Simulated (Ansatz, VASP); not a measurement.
**Two plane-wave programs on InH2**

```
CELL_PARAMETERS angstrom
3.84523 0.00000 0.00000
0.00000 3.84523 0.00000
0.00000 0.00000 3.00317
ATOMIC_POSITIONS crystal
In 0.50000 0.50000 0.00000
H 0.00000 0.50000 0.82391
H 0.50000 0.00000 0.17609
```

Alike in both runs: task relaxation of cell and atoms; functional PBE; k mesh 12 × 12 × 16; occupations gaussian, width 0.1 eV; no spin polarisation.

```csv
,VASP,Ansatz
version,VASP 6.6.1,Ansatz 0.2.0
potentials or method,"VASP PAW PBE potentials, release 64 (In_d, H), cutoff 600 eV","scalar-relativistic, plane waves, PAW"
valence electrons in the cell,15,15
```

|  | VASP | Ansatz | Ansatz less VASP |
| --- | --- | --- | --- |
| gap on the k mesh at the Fermi level, each at its own relaxed structure (eV) | none | none | - |
| relaxed volume (Å³/atom) | 14.91 | 14.94 | +0.030 |
| relaxed cell length with the largest relative difference (Å) | 3.778 | 3.782 | +0.0046 |

A gap of «none» marks a metal or a gap that the smearing closes.
